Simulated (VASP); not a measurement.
# GaN (F-43m) in VASP: a series of runs

GaN is run at these levels: PBEsol, LDA; tasks: vibrations by perturbation theory, dielectric tensor, elastic constants.

All numbers are computed with VASP 6.6.1; they aren't measurements. Logs are shortened: lines on timing, memory, paths and dates and some standing lists are left out, and cuts for length are marked.

## Step 1: The cell of the first run

It takes space group F-43m (No. 216, cubic). The conventional cell has a = 4.507 Å, b = 4.507 Å, c = 4.507 Å, α = 90.00°, β = 90.00°, γ = 90.00°. Within 2.6 Å of Ga (site symmetry -43m) lie 4 N at 1.95 Å. N (site symmetry -43m) has 4 Ga at 1.95 Å within 2.6 Å.

## Step 2: Vibrations by perturbation theory, PBEsol

Input file INCAR:

```
SYSTEM = GaN
PREC = Accurate
ENCUT = 520
EDIFF = 1E-8
ISMEAR = -1
SIGMA = 0.05
LREAL = .False.
LASPH = .True.
NELM = 100
ALGO = Normal
ISIF = 2
LWAVE = .False.
LCHARG = .False.
GGA = PS
NBANDS = 16
IBRION = 8
NSW = 1
```

Input file KPOINTS:

```
regular mesh
0
Gamma
  7 7 7
  0 0 0
```

Input file POSCAR:

```
GaN
1.0
    0.0000000000      2.2535006075      2.2535006075
    2.2535006075      0.0000000000      2.2535006075
    2.2535006075      2.2535006075      0.0000000000
Ga N
1 1
Direct
    0.0000000000      0.0000000000      0.0000000000
    0.2500000000      0.2500000000      0.2500000000
```

Potentials or basis: VASP PAW PBE potentials, release 64 (Ga_d, N).

Run with:

```console
$ cat potpaw_PBE.64/Ga_d/POTCAR potpaw_PBE.64/N/POTCAR > POTCAR
$ mpirun -np 1 vasp_std > vasp.out
```

OUTCAR:

```text
SYSTEM = GaN
   PREC = Accurate
   ENCUT = 520
   EDIFF = 1E-8
   ISMEAR = -1
   LREAL = .False.
   LASPH = .True.
   NELM = 100
   ISIF = 2
   GGA = PS
   IBRION = 8
   NSW = 1

 ion  position               nearest neighbor table
   1  0.000  0.000  0.000-   2 1.95   2 1.95   2 1.95   2 1.95
   2  0.250  0.250  0.250-   1 1.95   1 1.95   1 1.95   1 1.95

  LATTYP: Found a face centered cubic cell.
 ALAT       =     4.5070012150

  Lattice vectors:

 A1 = (   0.0000000000,   2.2535006075,   2.2535006075)
 A2 = (   2.2535006075,   0.0000000000,   2.2535006075)
 A3 = (   2.2535006075,   2.2535006075,   0.0000000000)

Analysis of symmetry for initial positions (statically):
=====================================================================
 Subroutine PRICEL returns:
 Original cell was already a primitive cell.

 Routine SETGRP: Setting up the symmetry group for a
 face centered cubic supercell.

 Subroutine GETGRP returns: Found 24 space group operations
 (whereof 24 operations were pure point group operations)
 out of a pool of 48 trial point group operations.

The static configuration has the point symmetry T_d .

Analysis of symmetry for dynamics (positions and initial velocities):
=====================================================================
 Subroutine PRICEL returns:
 Original cell was already a primitive cell.

 Routine SETGRP: Setting up the symmetry group for a
 face centered cubic supercell.

 Subroutine GETGRP returns: Found 24 space group operations
 (whereof 24 operations were pure point group operations)
 out of a pool of 48 trial point group operations.

The dynamic configuration has the point symmetry T_d .

 Subroutine INISYM returns: Found 24 space group operations
 (whereof 24 operations are pure point group operations),
 and found     1 'primitive' translations

----------------------------------------------------------------------------------------

                                     Primitive cell

  volume of cell :      22.8877

  direct lattice vectors                    reciprocal lattice vectors
     0.000000000  2.253500607  2.253500607    -0.221877020  0.221877020  0.221877020
     2.253500607  0.000000000  2.253500607     0.221877020 -0.221877020  0.221877020
     2.253500607  2.253500607  0.000000000     0.221877020  0.221877020 -0.221877020

  length of vectors
     3.186931122  3.186931122  3.186931122     0.384302272  0.384302272  0.384302272

  position of ions in fractional coordinates (direct lattice)
     0.000000000  0.000000000  0.000000000
     0.250000000  0.250000000  0.250000000

  ion indices of the primitive-cell ions
   primitive index   ion index
                 1           1
                 2           2

----------------------------------------------------------------------------------------

 KPOINTS: regular mesh

Automatic generation of k-mesh.
 Grid dimensions read from file:
 generate k-points for:    7    7    7

 Generating k-lattice:

  Cartesian coordinates                     Fractional coordinates (reciprocal lattice)
    -0.031696717  0.031696717  0.031696717     0.142857143  0.000000000  0.000000000
     0.031696717 -0.031696717  0.031696717     0.000000000  0.142857143  0.000000000
     0.031696717  0.031696717 -0.031696717     0.000000000  0.000000000  0.142857143

  Length of vectors
     0.054900325  0.054900325  0.054900325

  Shift w.r.t. Gamma in fractional coordinates (k-lattice)
     0.000000000  0.000000000  0.000000000

 Subroutine IBZKPT returns following result:
 ===========================================

 Found     20 irreducible k-points:

 Following reciprocal coordinates:
            Coordinates               Weight
  0.000000  0.000000  0.000000      1.000000
  0.142857  0.000000  0.000000      8.000000
  0.285714  0.000000  0.000000      8.000000
  0.428571  0.000000  0.000000      8.000000
  0.142857  0.142857  0.000000      6.000000
  0.285714  0.142857  0.000000     24.000000
[... 12 lines left out ...]
 -0.428571  0.428571  0.142857     24.000000
 -0.285714  0.428571  0.142857     24.000000
   k-points           NKPTS =     20   k-points in BZ     NKDIM =     20   number of bands    NBANDS=     16
   number of dos      NEDOS =    301   number of ions     NIONS =      2
   total plane-waves  NPLWV =  13824
   dimension x,y,z NGX =    24 NGY =   24 NGZ =   24
   dimension x,y,z NGXF=    48 NGYF=   48 NGZF=   48
   ions per type =               1   1
   NGX,Y,Z   is equivalent  to a cutoff of  12.52, 12.52, 12.52 a.u.
   NGXF,Y,Z  is equivalent  to a cutoff of  25.04, 25.04, 25.04 a.u.
 SYSTEM =  GaN
   PREC   = accura    normal or accurate (medium, high low for compatibility)
   ISTART =      0    job   : 0-new  1-cont  2-samecut
   ICHARG =      2    charge: 1-file 2-atom 10-const
   ISPIN  =      1    spin polarized calculation?
   LNONCOLLINEAR =      F non collinear calculations
   LSORBIT =      F    spin-orbit coupling
   LASPH  =      T    aspherical Exc in radial PAW
   ENCUT  =  520.0 eV  38.22 Ry    6.18 a.u.   5.93  5.93  5.93*2*pi/ulx,y,z
   NELM   =    100;   NELMIN=  2; NELMDL= -5     # of ELM steps
   EDIFF  = 0.1E-07   stopping-criterion for ELM
   LREAL  =      F    real-space projection
   EDIFFG = 0.1E-06   stopping-criterion for IOM
   NSW    =      1    number of steps for IOM
   IBRION =      8    ionic relax: 0-MD 1-quasi-New 2-CG
   NFREE  =      0    steps in history (QN), initial steepest desc. (CG)
   ISIF   =      2    stress and relaxation
   ISYM   =      2    0-nonsym 1-usesym 2-fastsym
   POTIM  = 0.5000    time-step for ionic-motion
   TEBEG  =    0.0;   TEEND  =   0.0 temperature during run
   PSTRESS=    0.0 pullay stress
   NELECT =      18.0000    total number of electrons
   NUPDOWN=      -1.0000    fix difference up-down
   EMIN   =  10.00;   EMAX   =-10.00  energy-range for DOS
   EFERMI =   0.00;   METHOD = LEGACY
   ISMEAR =    -1;   SIGMA  =   0.05  broadening in eV -4-tet -1-fermi 0-gaus
   EFERMI_NEDOS =   21; number of points for ismear=-14 and -15
   IALGO  =     38    algorithm
   IMIX   =      4    mixing-type and parameters
     AMIX     =   0.40;   BMIX     =  1.00
     AMIX_MAG =   1.60;   BMIX_MAG =  1.00
  volume/ion in A,a.u.               =      11.44        77.23
  Fermi-wavevector in a.u.,A,eV,Ry     =   1.511117  2.855596 31.068543  2.283473
  Thomas-Fermi vector in A             =   2.621216
   LORBIT       =      0    0 simple, 1 ext, 2 COOP (PROOUT), +10 PAW based schemes
   GGA     = PS    functional components
   LHFCALC =     F    Hartree Fock is set to
   AEXX    =    0.0000 exact exchange contribution
   IVDW    =     0    specifies the selected vdW correction
   LEPSILON=     F    determine dielectric tensor
   LRPA    =     F    only Hartree local field effects (RPA)
 non-spin polarized calculation
  energy-cutoff  :      520.00
  volume of cell :       22.89
 maximum number of plane-waves:       630
   NGX = 11   NGY = 11   NGZ = 11

--------------------------------------- Ionic step        1  -------------------------------------------

 number of electron      18.0000004 magnetization

 Free energy of the ion-electron system (eV)
  ---------------------------------------------------
  ext. energy  EPLUGINS =         0.00000000
  ---------------------------------------------------
  free energy    TOTEN  =       -13.12046774 eV

  energy without entropy =      -13.12046774  energy(sigma->0) =      -13.12046774

 E-fermi :   6.0215     XC(G=0): -11.9016

 val. band max:        5.1510135822   @ k =   0.0000   0.0000   0.0000
 cond. band min:       6.8332257638   @ k =   0.0000   0.0000   0.0000
 fundamental gap:      1.6822121816
 Fermi energy:         6.0214859759

 k-point     1 :       0.0000    0.0000    0.0000
  band No.  band energies     occupation
      1     -10.7812      2.00000
      2      -8.2534      2.00000
      3      -8.2534      2.00000
      4      -8.2534      2.00000
      5      -7.9284      2.00000
      6      -7.9284      2.00000
[... 359 lines left out ...]
      5      -7.9097      2.00000
      6      -6.0283      2.00000
[... 8 lines left out ...]
     15      24.3087      0.00000
     16      28.4336      0.00000

------------------------ aborting loop because EDIFF is reached ----------------------------------------

  FORCE on cell =-STRESS in cart. coord.  units (eV):
  Direction    XX          YY          ZZ          XY          YZ          ZX
  --------------------------------------------------------------------------------------
  -------------------------------------------------------------------------------------
  Total       -0.1901369     -0.1901369     -0.1901369      0.0000000      0.0000000     -0.0000000
  in kB      -13.3098775    -13.3098775    -13.3098775      0.0000000      0.0000000     -0.0000000
  external PRESSURE =     -13.3098775 kB  Pullay stress =       0.0000000 kB

 VOLUME and BASIS-vectors are now :
 -----------------------------------------------------------------------------
  energy-cutoff  :      520.00
  volume of cell :       22.89
      direct lattice vectors                 reciprocal lattice vectors
     0.000000000  2.253500607  2.253500607    -0.221877020  0.221877020  0.221877020
     2.253500607  0.000000000  2.253500607     0.221877020 -0.221877020  0.221877020
     2.253500607  2.253500607  0.000000000     0.221877020  0.221877020 -0.221877020

 POSITION                                       TOTAL-FORCE (eV/Angst)
 -----------------------------------------------------------------------------------
      0.00000      0.00000      0.00000        -0.000000     -0.000000      0.000000
      1.12675      1.12675      1.12675         0.000000      0.000000     -0.000000
 -----------------------------------------------------------------------------------
    total drift:                                0.000001      0.000001      0.000001

  FREE ENERGIE OF THE ION-ELECTRON SYSTEM (eV)
  ---------------------------------------------------
  free  energy   TOTEN  =       -13.1204677397 eV

  energy  without entropy=      -13.1204677387  energy(sigma->0) =      -13.12046774

[... ionic steps 2 to 3 ...]

--------------------------------------- Ionic step        4  -------------------------------------------

------------------------ aborting loop because EDIFF is reached ----------------------------------------

[... ionic steps 5 to 6 ...]

--------------------------------------- Ionic step        7  -------------------------------------------

 Free energy of the ion-electron system (eV)
  ---------------------------------------------------
  ---------------------------------------------------
  free energy    TOTEN  =        -0.23166880 eV

  energy without entropy =       -0.23166880

------------------------ aborting loop because EDIFF is reached ----------------------------------------

 INTERNAL STRAIN TENSOR  FOR ION    2  DIRECTION 1   (eV/Angst):
 -----------------------------------------------------------------------------
    -0.00240  0.00000  0.00000
     0.00000 -0.00447 -7.85085
     0.00000 -7.85085 -0.00447

 INTERNAL STRAIN TENSOR FOR ION    2 for displacements in x,y,z  (eV/Angst):
          X           Y           Z          XY          YZ          ZX
  --------------------------------------------------------------------------------
  x     0.00000     0.00000     0.00000     0.00000    -7.85085     0.00000
  y     0.00000    -0.00000     0.00000     0.00000     0.00000    -7.85085
  z     0.00000     0.00000     0.00000    -7.85085     0.00000     0.00000

 SECOND DERIVATIVES (NOT SYMMETRIZED)
 ------------------------------------
               1X          1Y          1Z          2X          2Y          2Z
  1X   -11.986524    0.000000    0.000000   11.986524    0.000000    0.000000
  1Y     0.000000  -11.986524    0.000000    0.000000   11.986524    0.000000
  1Z     0.000000    0.000000  -11.986524    0.000000    0.000000   11.986524
  2X    11.969913    0.000000    0.000000  -11.969913    0.000000    0.000000
  2Y     0.000000   11.969913    0.000000    0.000000  -11.969913    0.000000
  2Z     0.000000    0.000000   11.969913    0.000000    0.000000  -11.969913

 Eigenvectors and eigenvalues of the dynamical matrix
 ----------------------------------------------------

   1 f  =   15.841783 THz    99.536856 2PiTHz  528.424990 cm-1    65.516319 meV
             X         Y         Z           dx          dy          dz
      0.000000  0.000000  0.000000     0.000000    0.409171    0.000000
      1.126750  1.126750  1.126750     0.000000   -0.912458    0.000000
[... 21 lines left out ...]
   6 f/i=    0.004101 THz     0.025767 2PiTHz    0.136793 cm-1     0.016960 meV
             X         Y         Z           dx          dy          dz
      0.000000  0.000000  0.000000     0.000000   -0.912458    0.000000
      1.126750  1.126750  1.126750     0.000000   -0.409171    0.000000

--------------------------------------------------------------------------------------------------------

 ELASTIC MODULI CONTR FROM IONIC RELAXATION (kBar)
 Direction    XX          YY          ZZ          XY          YZ          ZX
 --------------------------------------------------------------------------------
 XX          -0.0000      0.0000     -0.0000     -0.0000      0.0000     -0.0000
 YY           0.0000     -0.0000     -0.0000      0.0000      0.0000      0.0000
 ZZ          -0.0000     -0.0000     -0.0000      0.0000      0.0000      0.0000
 XY          -0.0000      0.0000      0.0000   -337.7974     -0.0000      0.0000
 YZ           0.0000      0.0000      0.0000     -0.0000   -337.7974     -0.0000
 ZX          -0.0000      0.0000      0.0000      0.0000     -0.0000   -337.7974
 --------------------------------------------------------------------------------
```

Run time: 59 s. Hardware: 1 thread of Intel Xeon Platinum 8488C (Sapphire Rapids), shared host; peak memory 0.18 GiB.

Results:

| Property | Result |
| --- | --- |
| Highest phonon frequency at Γ, LO-TO splitting left out | 528 cm⁻¹ |

Phonon frequencies in cm⁻¹ (negative: imaginary):
```csv
q point,frequencies
"(0.000, 0.000, 0.000)",0 0 0 528 528 528
```

Caveat: the cell wasn't relaxed at this level first, which shifts response properties; the PAW data sets were made with another functional, which shifts forces and pressure a little.

## Step 3: Vibrations by perturbation theory, LDA

Input file INCAR:

```
PREC     = Accurate       # precision mode
ENCUT    = 520            # plane-wave cutoff, eV
EDIFF    = 1E-8           # SCF threshold, eV
ISMEAR   = -1             # smearing method
SIGMA    = 0.05           # smearing width, eV
LREAL    = False          # projectors in reciprocal space
LASPH    = True           # aspherical terms in the spheres
NELM     = 60             # most SCF steps
ALGO     = Normal         # electronic algorithm
ISIF     = 2              # what is computed and relaxed
LWAVE    = False          # write WAVECAR
LCHARG   = False          # write CHGCAR
GGA      = CA             # functional
NBANDS   = 16             # bands
IBRION   = 8              # ionic algorithm
NSW      = 1              # ionic steps
```

Input file KPOINTS:

```
regular mesh
0
Gamma
  7 7 7
```

POSCAR is that of step 2.

Potentials or basis: VASP PAW LDA potentials, release 64 (Ga_d, N).

Run with:

```console
$ cat potpaw_LDA.64/Ga_d/POTCAR potpaw_LDA.64/N/POTCAR > POTCAR
$ mpirun -np 1 vasp_std > vasp.out
```

OUTCAR:

```text
PREC = Accurate
   ENCUT = 520
   EDIFF = 1E-8
   ISMEAR = -1
   LREAL = False
   LASPH = True
   NELM = 60
   ISIF = 2
   GGA = CA
   IBRION = 8
   NSW = 1

 ion  position               nearest neighbor table
   1  0.000  0.000  0.000-   2 1.95   2 1.95   2 1.95   2 1.95
   2  0.250  0.250  0.250-   1 1.95   1 1.95   1 1.95   1 1.95

  LATTYP: Found a face centered cubic cell.
 ALAT       =     4.5070012150

  Lattice vectors:

 A1 = (   0.0000000000,   2.2535006075,   2.2535006075)
[... 627 lines left out ...]
  1X   -12.036493    0.000000    0.000000   12.036493    0.000000    0.000000
  1Y     0.000000  -12.036493    0.000000    0.000000   12.036493    0.000000
  1Z     0.000000    0.000000  -12.036493    0.000000    0.000000   12.036493
  2X    12.011154    0.000000    0.000000  -12.011154    0.000000    0.000000
  2Y     0.000000   12.011154    0.000000    0.000000  -12.011154    0.000000
  2Z     0.000000    0.000000   12.011154    0.000000    0.000000  -12.011154

 Eigenvectors and eigenvalues of the dynamical matrix
 ----------------------------------------------------

   1 f  =   15.870008 THz    99.714203 2PiTHz  529.366493 cm-1    65.633051 meV
             X         Y         Z           dx          dy          dz
      0.000000  0.000000  0.000000     0.000000    0.409294   -0.000000
      1.126750  1.126750  1.126750    -0.000000   -0.912402   -0.000000
[... 21 lines left out ...]
   6 f/i=    0.006245 THz     0.039237 2PiTHz    0.208301 cm-1     0.025826 meV
             X         Y         Z           dx          dy          dz
      0.000000  0.000000  0.000000     0.438120   -0.797155    0.071219
      1.126750  1.126750  1.126750     0.196536   -0.357596    0.031948

--------------------------------------------------------------------------------------------------------

 ELASTIC MODULI CONTR FROM IONIC RELAXATION (kBar)
 Direction    XX          YY          ZZ          XY          YZ          ZX
 --------------------------------------------------------------------------------
 XX          -0.0000     -0.0000     -0.0000      0.0000      0.0000     -0.0000
 YY          -0.0000     -0.0000     -0.0000      0.0000      0.0000      0.0000
 ZZ          -0.0000     -0.0000     -0.0000      0.0000      0.0000     -0.0000
 XY           0.0000      0.0000      0.0000   -302.6849      0.0000      0.0000
 YZ           0.0000      0.0000      0.0000      0.0000   -302.6849      0.0000
 ZX          -0.0000      0.0000     -0.0000      0.0000      0.0000   -302.6849
 --------------------------------------------------------------------------------
```

OSZICAR:

```text
N       E                     dE             d eps       ncg     rms          rms(c)
DAV:   1     0.817668453340E+02    0.81767E+02   -0.92746E+03   712   0.199E+03
DAV:   2    -0.100084514877E+02   -0.91775E+02   -0.84502E+02   744   0.329E+02
DAV:   3    -0.158775069218E+02   -0.58691E+01   -0.58477E+01   704   0.697E+01
DAV:   4    -0.159431669330E+02   -0.65660E-01   -0.65644E-01   856   0.781E+00
[... 42 lines left out ...]
RMM:   8    -0.228670990608E+00    0.42135E-06   -0.23389E-08  4150   0.422E-04    0.317E-05
RMM:   9    -0.228670649632E+00    0.34098E-06   -0.24548E-09  4169   0.122E-04    0.105E-05
RMM:  10    -0.228670768069E+00   -0.11844E-06   -0.20590E-10  4145   0.419E-05    0.261E-06
RMM:  11    -0.228670788253E+00   -0.20184E-07    0.44726E-10  4108   0.132E-05    0.511E-07
RMM:  12    -0.228670780306E+00    0.79477E-08    0.73609E-11  3597   0.493E-06    0.110E-07
 Linear response finished
```

Wall time 42 s (1 thread of Intel Xeon Platinum 8488C (Sapphire Rapids), shared host); peak memory 0.17 GiB.

Results:

| Property | Result |
| --- | --- |
| Highest phonon frequency at Γ, LO-TO splitting left out | 529 cm⁻¹ |

Phonon frequencies in cm⁻¹ (negative: imaginary):
```
              q point        frequencies
(0.000, 0.000, 0.000)  0 0 0 529 529 529
```

Caveat: the cell wasn't relaxed at this level first, which shifts response properties.

[end of part 1 of 2]
